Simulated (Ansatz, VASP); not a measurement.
## AgCl in VASP and in Ansatz

```
Ag Cl
1.0
     0.00000    2.73500    2.73500
     2.73500    0.00000    2.73500
     2.73500    2.73500    0.00000
Ag Cl
1 1
Direct
  0.91000 0.91000 0.09000
  0.59000 0.59000 0.41000
```

Change from the starting cell: shortest bond scaled by 0.64, PAW files.

Alike in both runs: task electric field gradients; functional LDA; k mesh 7 × 7 × 7; occupations fermi-dirac, width 0.03 eV; no spin polarisation.

```csv
,VASP,Ansatz
version,VASP 6.6.1,Ansatz 0.2.0
potentials or method,"VASP PAW LDA potentials, release 64 (Ag_sv_GW, Cl)","PAW with Ansatz's default frozen-core files, scalar-relativistic"
plane-wave cutoff (eV),470,420
valence electrons in the cell,26,26
```

|  | VASP | Ansatz | Ansatz less VASP |
| --- | --- | --- | --- |
| gap on the k mesh at the Fermi level (eV) | 1.49 | 1.47 | -0.018 |
| rms of the force components (eV/Å) | 11.706 | 11.851 | +0.1450 |
| size of Vzz on the site where it differs most (V/Å²) | 128.1 | 120.1 | -8.00 |

LDA's correlation is that of Perdew and Zunger in VASP and of Perdew and Wang (1992) in Ansatz. Atom by atom the forces differ by 0.145 eV/Å (rms over components).
